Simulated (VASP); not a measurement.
# Re (Fm-3m) in VASP: notebook, part 3 of 3

VASP 6.6.1. Earlier steps stand in the parts before.

### Step 5. Single point, PBE (volume scaled by 1.03)

INCAR reads:

```
ALGO = Fast
EDIFF = 1E-6
ENCUT = 520
GGA = PE
ISIF = 2
ISMEAR = 0
LASPH = True
LCHARG = False
LREAL = False
LWAVE = False
NBANDS = 10
NELM = 80
PREC = Accurate
SIGMA = 0.1
```

KPOINTS reads:

```
k-points
0
Gamma
  18 18 18
```

POSCAR reads:

```
Re
1.0
    0.0000000000      1.9771082861      1.9771082861
    1.9771082861      0.0000000000      1.9771082861
    1.9771082861      1.9771082861      0.0000000000
Re
1
Direct
    0.0000000000      0.0000000000      0.0000000000
```

Potentials or basis: VASP PAW PBE potentials, release 64 (Re).

Run with:

```bash
> cat potpaw_PBE.64/Re/POTCAR > POTCAR
> mpirun -np 1 vasp_std > vasp.out
```

OUTCAR:

```text
EDIFF = 1E-6
   ENCUT = 520
   GGA = PE
   ISIF = 2
   ISMEAR = 0
   LASPH = True
   LREAL = False
   NELM = 80
   PREC = Accurate

 ion  position               nearest neighbor table
   1  0.000  0.000  0.000-

  LATTYP: Found a face centered cubic cell.
 ALAT       =     3.9542165722

  Lattice vectors:

 A1 = (   0.0000000000,   1.9771082861,   1.9771082861)
 A2 = (   1.9771082861,   0.0000000000,   1.9771082861)
 A3 = (   1.9771082861,   1.9771082861,   0.0000000000)

Analysis of symmetry for initial positions (statically):
=====================================================================
 Subroutine PRICEL returns:
 Original cell was already a primitive cell.

 Routine SETGRP: Setting up the symmetry group for a
 face centered cubic supercell.

 Subroutine GETGRP returns: Found 48 space group operations
 (whereof 48 operations were pure point group operations)
 out of a pool of 48 trial point group operations.

The static configuration has the point symmetry O_h .

Analysis of symmetry for dynamics (positions and initial velocities):
=====================================================================
 Subroutine PRICEL returns:
 Original cell was already a primitive cell.

 Routine SETGRP: Setting up the symmetry group for a
 face centered cubic supercell.

 Subroutine GETGRP returns: Found 48 space group operations
 (whereof 48 operations were pure point group operations)
 out of a pool of 48 trial point group operations.

The dynamic configuration has the point symmetry O_h .

 Subroutine INISYM returns: Found 48 space group operations
 (whereof 48 operations are pure point group operations),
 and found     1 'primitive' translations

----------------------------------------------------------------------------------------

                                     Primitive cell

  volume of cell :      15.4569

  direct lattice vectors                    reciprocal lattice vectors
     0.000000000  1.977108286  1.977108286    -0.252894595  0.252894595  0.252894595
     1.977108286  0.000000000  1.977108286     0.252894595 -0.252894595  0.252894595
     1.977108286  1.977108286  0.000000000     0.252894595  0.252894595 -0.252894595

  length of vectors
     2.796053352  2.796053352  2.796053352     0.438026288  0.438026288  0.438026288

  position of ions in fractional coordinates (direct lattice)
     0.000000000  0.000000000  0.000000000

  ion indices of the primitive-cell ions
   primitive index   ion index
                 1           1

----------------------------------------------------------------------------------------

 KPOINTS: k-points

Automatic generation of k-mesh.
 Grid dimensions read from file:
 generate k-points for:   18   18   18

 Generating k-lattice:

  Cartesian coordinates                     Fractional coordinates (reciprocal lattice)
    -0.014049700  0.014049700  0.014049700     0.055555556  0.000000000  0.000000000
     0.014049700 -0.014049700  0.014049700     0.000000000  0.055555556  0.000000000
     0.014049700  0.014049700 -0.014049700     0.000000000  0.000000000  0.055555556

  Length of vectors
     0.024334794  0.024334794  0.024334794

  Shift w.r.t. Gamma in fractional coordinates (k-lattice)
     0.000000000  0.000000000  0.000000000

 Subroutine IBZKPT returns following result:
 ===========================================

 Found    195 irreducible k-points:

 Following reciprocal coordinates:
            Coordinates               Weight
  0.000000  0.000000  0.000000      1.000000
  0.055556  0.000000  0.000000      8.000000
  0.111111  0.000000  0.000000      8.000000
  0.166667  0.000000  0.000000      8.000000
  0.222222  0.000000  0.000000      8.000000
  0.277778  0.000000  0.000000      8.000000
[... 16 lines left out ...]
 -0.277778  0.055556  0.000000     24.000000
 -0.222222  0.055556  0.000000     24.000000
 [... further k-points ...]
   k-points           NKPTS =    195   k-points in BZ     NKDIM =    195   number of bands    NBANDS=     10
   number of dos      NEDOS =    301   number of ions     NIONS =      1
   total plane-waves  NPLWV =  13824
   dimension x,y,z NGX =    24 NGY =   24 NGZ =   24
   dimension x,y,z NGXF=    48 NGYF=   48 NGZF=   48
   ions per type =               1
   NGX,Y,Z   is equivalent  to a cutoff of  14.27, 14.27, 14.27 a.u.
   NGXF,Y,Z  is equivalent  to a cutoff of  28.54, 28.54, 28.54 a.u.
 SYSTEM =  unknown system
   PREC   = accura    normal or accurate (medium, high low for compatibility)
   ISTART =      0    job   : 0-new  1-cont  2-samecut
   ICHARG =      2    charge: 1-file 2-atom 10-const
   ISPIN  =      1    spin polarized calculation?
   LNONCOLLINEAR =      F non collinear calculations
   LSORBIT =      F    spin-orbit coupling
   LASPH  =      T    aspherical Exc in radial PAW
   ENCUT  =  520.0 eV  38.22 Ry    6.18 a.u.   5.20  5.20  5.20*2*pi/ulx,y,z
   NELM   =     80;   NELMIN=  2; NELMDL= -5     # of ELM steps
   EDIFF  = 0.1E-05   stopping-criterion for ELM
   LREAL  =      F    real-space projection
   EDIFFG = 0.1E-04   stopping-criterion for IOM
   NSW    =      0    number of steps for IOM
   IBRION =     -1    ionic relax: 0-MD 1-quasi-New 2-CG
   NFREE  =      0    steps in history (QN), initial steepest desc. (CG)
   ISIF   =      2    stress and relaxation
   ISYM   =      2    0-nonsym 1-usesym 2-fastsym
   POTIM  = 0.5000    time-step for ionic-motion
   TEBEG  =    0.0;   TEEND  =   0.0 temperature during run
   PSTRESS=    0.0 pullay stress
   NELECT =       7.0000    total number of electrons
   NUPDOWN=      -1.0000    fix difference up-down
   EMIN   =  10.00;   EMAX   =-10.00  energy-range for DOS
   EFERMI =   0.00;   METHOD = LEGACY
   ISMEAR =     0;   SIGMA  =   0.10  broadening in eV -4-tet -1-fermi 0-gaus
   EFERMI_NEDOS =   21; number of points for ismear=-14 and -15
   IALGO  =     68    algorithm
   IMIX   =      4    mixing-type and parameters
     AMIX     =   0.40;   BMIX     =  1.00
     AMIX_MAG =   1.60;   BMIX_MAG =  1.00
  volume/ion in A,a.u.               =      15.46       104.31
  Fermi-wavevector in a.u.,A,eV,Ry     =   1.257188  2.375742 21.504319  1.580523
  Thomas-Fermi vector in A             =   2.390860
   LORBIT       =      0    0 simple, 1 ext, 2 COOP (PROOUT), +10 PAW based schemes
   GGA     = PE    functional components
   LHFCALC =     F    Hartree Fock is set to
   AEXX    =    0.0000 exact exchange contribution
   IVDW    =     0    specifies the selected vdW correction
   LEPSILON=     F    determine dielectric tensor
   LRPA    =     F    only Hartree local field effects (RPA)
 non-spin polarized calculation
 RMM-DIIS sequential band-by-band and
 Gauss-broadening in eV      SIGMA  =   0.10
  energy-cutoff  :      520.00
  volume of cell :       15.46
 maximum number of plane-waves:       444
 NGX is ok and might be reduce to    24
   NGX = 11   NGY = 11   NGZ = 11

 number of electron       7.0000000 magnetization

 Free energy of the ion-electron system (eV)
  ---------------------------------------------------
  ext. energy  EPLUGINS =         0.00000000
  ---------------------------------------------------
  free energy    TOTEN  =       -12.34727176 eV

  energy without entropy =      -12.34268314  energy(sigma->0) =      -12.34497745

 E-fermi :   7.5351     XC(G=0): -13.4615

 val. band max:        7.5200409041   @ k =   0.4444   0.2222   0.0000
 cond. band min:       7.5833041731   @ k =  -0.4444   0.2778   0.1111
 fundamental gap:      0.0632632690
 Fermi energy:         7.5351397170

 k-point     1 :       0.0000    0.0000    0.0000
  band No.  band energies     occupation
      1      -2.2347      2.00000
      2       5.7604      2.00000
      3       5.7604      2.00000
      4       5.7604      2.00000
      5       8.7167      0.00000
      6       8.7167      0.00000
      7      21.4151      0.00000
      8      26.7946      0.00000
      9      26.7946      0.00000
     10      26.7946      0.00000

 k-point     2 :       0.0556    0.0000    0.0000
  band No.  band energies     occupation
      1      -2.0986      2.00000
      2       5.6685      2.00000
      3       5.8241      2.00000
      4       5.8241      2.00000
      5       8.6665      0.00000
      6       8.6665      0.00000
      7      21.6780      0.00000
      8      26.0624      0.00000
      9      27.0400      0.00000
     10      27.0400      0.00000
[... 274 lines left out ...]
 k-point    24 :      -0.2222    0.0556    0.0000
  band No.  band energies     occupation
      1      -0.0178      2.00000
      2       4.8424      2.00000
      3       6.1932      2.00000
      4       6.3210      2.00000
      5       8.3305      0.00000
      6       9.2993      0.00000
      7      21.6329      0.00000
      8      24.8257      0.00000
      9      29.4365      0.00000
     10      31.3891      0.00000

 [... further k-points ...]
[... 5 lines left out ...]
  --------------------------------------------------------------------------------------
  -------------------------------------------------------------------------------------
  Total       -1.0441323     -1.0441323     -1.0441323      0.0000000      0.0000000      0.0000000
  in kB     -108.2292794   -108.2292794   -108.2292794      0.0000000      0.0000000      0.0000000
  external PRESSURE =    -108.2292794 kB  Pullay stress =       0.0000000 kB

 VOLUME and BASIS-vectors are now :
 -----------------------------------------------------------------------------
  energy-cutoff  :      520.00
  volume of cell :       15.46
      direct lattice vectors                 reciprocal lattice vectors
     0.000000000  1.977108286  1.977108286    -0.252894595  0.252894595  0.252894595
     1.977108286  0.000000000  1.977108286     0.252894595 -0.252894595  0.252894595
     1.977108286  1.977108286  0.000000000     0.252894595  0.252894595 -0.252894595

 POSITION                                       TOTAL-FORCE (eV/Angst)
 -----------------------------------------------------------------------------------
      0.00000      0.00000      0.00000         0.000000      0.000000     -0.000000
 -----------------------------------------------------------------------------------
    total drift:                               -0.000000      0.000000      0.000000

  FREE ENERGIE OF THE ION-ELECTRON SYSTEM (eV)
  ---------------------------------------------------
  free  energy   TOTEN  =       -12.3472717597 eV

  energy  without entropy=      -12.3426831372  energy(sigma->0) =      -12.34497745
```

Wall time 22 s (1 thread of Intel Xeon Platinum 8559C (Emerald Rapids), shared host); peak memory 0.17 GiB.

Results:

```yaml
Free_energy: -12.3473 eV
Pressure: -10.8 GPa
```

Levels at points of the mesh, in eV from the Fermi level:
| k point | band 2 | band 3 | band 4 | band 5 | band 6 | band 7 |
| --- | --- | --- | --- | --- | --- | --- |
| (0.00, 0.00, 0.00) | -1.77 | -1.77 | -1.77 | 1.18 | 1.18 | 13.88 |
| (0.50, 0.00, 0.00) | -1.96 | -1.96 | 0.16 | 3.54 | 3.54 | 9.28 |
| (0.50, 0.50, 0.00) | -5.56 | 2.62 | 3.49 | 4.23 | 4.23 | 11.90 |

Caveat: spin-orbit coupling is left out, which moves the levels of the heavy elements.

### Step 6. The runs side by side

```tsv
cell	gap on the mesh (eV)	pressure (GPa)
a = 2.683 Å, angles 60.0°, 1 atom	none	42.2
a = 2.712 Å, angles 60.0°, 1 atom	none	25.6
a = 2.741 Å, angles 60.0°, 1 atom	none	11.4
a = 2.796 Å, angles 60.0°, 1 atom	none	-10.8
```

Alike in all rows: task single point; level PBE; potentials or basis VASP PAW PBE potentials, release 64 (Re); no spin polarisation; k mesh 18 × 18 × 18; cutoff (eV) 520; smearing gaussian 0.1 eV.

Caveats: spin-orbit coupling is left out, which moves the levels of the heavy elements.

Total energies depend on the potentials used, so only differences within one code and one set of settings carry meaning.
